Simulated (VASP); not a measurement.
A run of VASP 6.6.1:

The input INCAR:

```
  ALGO = Normal
  EDIFF = 1E-7
  ENCUT = 520
  GGA = PS
  ISIF = 2
  ISMEAR = 0
  LASPH = True
  LCHARG = False
  LREAL = False
  LWAVE = False
  NBANDS = 14
  NELM = 100
  PREC = Accurate
  SIGMA = 0.1
```

Contents of KPOINTS:

```
k-points
0
Gamma
  6 4 4
```

Contents of POSCAR:

```
Na
1.0
    3.8934099003      0.0459611639      0.0147830604
    0.0446806275      4.1627085798      0.1263337111
   -1.8884274914     -1.8537635540      7.1004469443
Na
2
Direct
    0.3490295755      0.6260226266      0.7346524735
    0.6509704245      0.3739773734      0.2653475265
```

Potentials or basis: VASP PAW PBE potentials, release 64 (Na_pv).

The run is started by

```sh
$ cat potpaw_PBE.64/Na_pv/POTCAR > POTCAR
$ mpirun -np 1 vasp_std > vasp.out
```

Hardware: 1 thread of AMD EPYC 7R13, with other jobs on the host.

Question: Estimate the wall time of this run.

Answer: It took 88 s on 1 thread of AMD EPYC 7R13, with other jobs on the host, peak memory 0.21 GiB. Counts: scf iterations 12, k points 52.
